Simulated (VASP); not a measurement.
Set up this calculation in VASP 6.6.1, as the native input.

```
Task                   : single point
Functional             : r2SCAN
Potentials or basis    : VASP PAW PBE potentials, release 64 (B, P)
Cutoff                 : 520 eV
k mesh                 : 10 × 10 × 10
Occupations            : gaussian, width 0.05 eV
Spin                   : no spin polarisation
Dipole correction      : no
Further INCAR settings : ALGO = Normal; EDIFF = 1e-07; NBANDS = 11
```

The system is BP.

```xyz
2
Lattice="0.0000 2.1782 2.1782 2.1782 0.0000 2.1782 2.1782 2.1782 0.0000" Properties=species:S:1:pos:R:3 pbc="T T T"
B     0.0000    0.0000    0.0000
P     3.2674    3.2674    3.2674
```

This cell differs from its parent crystal: strain -0.040 along x and y, -0.040 along z.

These files were run (other wordings do the same):

POSCAR

```
BP
1.0
    0.0000000000      2.1782400000      2.1782400000
    2.1782400000      0.0000000000      2.1782400000
    2.1782400000      2.1782400000      0.0000000000
B P
1 1
Direct
    0.0000000000      0.0000000000      0.0000000000
    0.7500000000      0.7500000000      0.7500000000
```

INCAR.step1

```
SYSTEM = BP
PREC = Accurate
ENCUT = 520
ISMEAR = 0
SIGMA = 0.05
LREAL = .FALSE.
LASPH = .TRUE.
NELM = 80
NBANDS = 11
GGA = PE
ALGO = Normal
EDIFF = 1E-4
LWAVE = .TRUE.
LCHARG = .FALSE.
```

INCAR.step2

```
SYSTEM = BP
PREC = Accurate
ENCUT = 520
EDIFF = 1E-7
ISMEAR = 0
SIGMA = 0.05
LREAL = .FALSE.
LASPH = .TRUE.
NELM = 80
ALGO = Normal
ISIF = 2
LWAVE = .FALSE.
LCHARG = .FALSE.
METAGGA = R2SCAN
LMIXTAU = .TRUE.
NBANDS = 11
ISTART = 1
```

KPOINTS

```
Automatic mesh
0
G
  10 10 10
  0 0 0
```

Potentials or basis: VASP PAW PBE potentials, release 64 (B, P).

Command:

```bash
$ cat potpaw_PBE.64/B/POTCAR potpaw_PBE.64/P/POTCAR > POTCAR
$ cp INCAR.step1 INCAR
$ mpirun -np 1 vasp_std > vasp.out
$ cp INCAR.step2 INCAR
$ mpirun -np 1 vasp_std > vasp.out
```

It gave:

The pressure is 25.1 GPa and the band gap on the k mesh is 1.28 eV, indirect (least direct gap 3.86 eV).

Caveat: the cell differs from its parent crystal (strain -0.040 along x and y, -0.040 along z); the PAW data sets were made with another functional, which shifts forces and pressure a little.

Wall time 110 s on 1 thread of AMD EPYC 7R13 (shared host), peak memory 0.11 GiB.
